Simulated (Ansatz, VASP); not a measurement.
**One calculation of AgCl, two programs**

The input POSCAR:

```
AgCl
1.0
    0.0000000000      2.7870157500      2.7870157500
    2.7731500000      0.0138657500      2.7731500000
    2.7731500000      2.7731500000      0.0138657500
Ag Cl
1 1
Direct
    0.5000000000      0.5000000000      0.5000000000
    0.0000000000      0.0000000000      0.0000000000
```

INCAR.step1

```
  PREC = Accurate
  ENCUT = 550
  ISMEAR = 0
  SIGMA = 0.05
  LREAL = F
  LASPH = T
  NELM = 120
  NBANDS = 16
  GGA = PE
  ALGO = Normal
  EDIFF = 1E-5
  LWAVE = T
  LCHARG = F
  GGA_COMPAT = F
```

File INCAR.step2:

```
  PREC = Accurate
  ENCUT = 550
  EDIFF = 1E-6
  ISMEAR = 0
  SIGMA = 0.05
  LREAL = F
  LASPH = T
  NELM = 120
  ALGO = Normal
  ISIF = 2
  LWAVE = F
  LCHARG = T
  METAGGA = R2SCAN
  LMIXTAU = T
  LELF = T
  LVHAR = T
  NBANDS = 16
  ISTART = 1
  GGA_COMPAT = F
```

Contents of KPOINTS:

```
regular mesh
0
Gamma
  8 8 8
```

Input for Ansatz:

```yaml
crystal:
  lattice:
    - [0.0, 2.78701575, 2.78701575]
    - [2.77315, 0.01386575, 2.77315]
    - [2.77315, 2.77315, 0.01386575]
  atoms:
    - { symbol: Ag, position: [0.5, 0.5, 0.5] }
    - { symbol: Cl, position: [0.0, 0.0, 0.0] }
basis:
  ecutwfc: 500
kpoints:
  mp_grid: { grid: [8, 8, 8] }
hamiltonian:
  xc: r2scan
scf:
  occupations: { method: gaussian, width: 0.05 }
output:
  forces: true
  stress: true
  eigenvalues: true
```

Change from the starting cell: strain +0.0100 x Voigt [0, 0, 0, 1, 0, 0], atoms carried along.

Alike in both runs: task single point; functional r2SCAN; k mesh 8 × 8 × 8; occupations gaussian, width 0.05 eV; no spin polarisation.

```csv
,VASP,Ansatz
version,VASP 6.6.1,Ansatz 0.2.0
potentials or method,"VASP PAW PBE potentials, release 64 (Ag, Cl), cutoff 550 eV","scalar-relativistic, plane waves, PAW"
valence electrons in the cell,18,26
```

VASP gave:

* gap on the k mesh at the Fermi level (eV): 1.41
* least direct gap on the mesh (eV): 3.69
* pressure (GPa): -0.1
* traceless stress, the component that is largest in VASP (GPa): -0.05

**Question.** Which values does Ansatz return?

**Answer.** gap on the k mesh at the Fermi level (eV): 1.47; least direct gap on the mesh (eV): 3.74; pressure (GPa): 0.0; traceless stress, the component that is largest in VASP (GPa): -0.06.

VASP's potentials were made for PBE, not for r2SCAN. The functional is the same, so the differences come from potentials, cutoffs and numerics. VASP's potentials hold 18 valence electrons a cell and Ansatz's 26, so a difference there can come from the potentials and not from the codes.
